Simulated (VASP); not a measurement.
Wanted: the native input for a VASP 6.6.1 run.

```
Task                   : electric field gradients
Functional             : PBEsol
Potentials or basis    : VASP PAW PBE potentials, release 64 (W_sv, S)
Cutoff                 : 520 eV
k mesh                 : 11 × 11 × 11
Occupations            : fermi-dirac, width 0.05 eV
Spin                   : no spin polarisation
Dipole correction      : no
Further INCAR settings : ALGO = Normal; EDIFF = 1e-08; NBANDS = 20
```

The structure of WS2 lies in POSCAR:

```
WS2
1.0
    1.5790000000      0.9116360751      6.1633333333
   -1.5790000000      0.9116360751      6.1633333333
    0.0000000000     -1.8232721501      6.1633333333
W S
1 2
Direct
   -0.0225090000      0.0074910000      0.0074910000
    0.2722090000      0.2422090000      0.2422090000
    0.4190000000      0.4190000000      0.4190000000
```

This cell differs from its parent crystal: shortest bond scaled by 0.94.

These files were run (other wordings do the same):

INCAR

```
SYSTEM = WS2
ALGO = Normal ; EDIFF = 1E-8
ENCUT = 520 ; GGA = PS
ISIF = 2 ; ISMEAR = -1
LASPH = .TRUE. ; LCHARG = .FALSE.
LEFG = .TRUE. ; LREAL = .FALSE.
LWAVE = .FALSE. ; NBANDS = 20
NELM = 100 ; PREC = Accurate
SIGMA = 0.05
```

KPOINTS

```
k-points
0
G
  11 11 11
  0 0 0
```

Potentials or basis: VASP PAW PBE potentials, release 64 (W_sv, S).

The run is started by

```sh
$ cat potpaw_PBE.64/W_sv/POTCAR potpaw_PBE.64/S/POTCAR > POTCAR
$ mpirun -np 1 vasp_std > vasp.out
```

It gave:

```json
{
  "Pressure": "3.5 GPa",
  "Largest force": "3.802 eV/Å",
  "Band gap on the k mesh": "0.78 eV (least direct gap 1.69 eV)",
  "Largest electric field gradient by atom": "W -174.5; S -68.4, -36.8 V/Å²"
}
```

Caveat: the cell differs from its parent crystal (shortest bond scaled by 0.94); the cell stands under pressure; without QUAD_EFG the Cq values of the log hold for a quadrupole moment of 1 mb, not for the nuclei; the PAW data sets were made with another functional, which shifts forces and pressure a little; spin-orbit coupling is left out, which moves the levels of the heavy elements; an odd mesh through Γ misses points on the zone boundary, where band edges can lie.

Run time: 7.7 min on 1 thread of Intel(R) Xeon(R) 6975P-C (Granite Rapids), with other jobs on the host, peak memory 0.57 GiB.
